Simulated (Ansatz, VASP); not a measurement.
# SnO in VASP and in Ansatz

```xyz
2
Lattice="0.0000 2.5370 2.5370 2.5370 0.0000 2.5370 2.5370 2.5370 0.0000" Properties=species:S:1:pos:R:3 pbc="T T T"
Sn    0.0000    0.0000    0.0000
O     2.5370    2.5370    2.5370
```

Alike in both runs: task single point; functional PBE; k mesh 6 × 6 × 6; no spin polarisation.

|  | VASP | Ansatz |
| --- | --- | --- |
| version | VASP 6.6.1 | Ansatz 0.2.0 |
| potentials or method | VASP PAW PBE potentials, release 64 (Sn_d, O) | plane waves |
| plane-wave cutoff (eV) | 600 | 420 |
| occupations | methfessel-paxton of order 1, width 0.05 eV | cold, width 0.05 eV |
| valence electrons in the cell | 20 | 20 |

VASP gave:

```
gap on the k mesh at the Fermi level (eV) : 1.05
pressure (GPa)                            : 2.4
```

Q: Which values does Ansatz return?

A: gap on the k mesh at the Fermi level (eV): 1.05; pressure (GPa): 2.5.
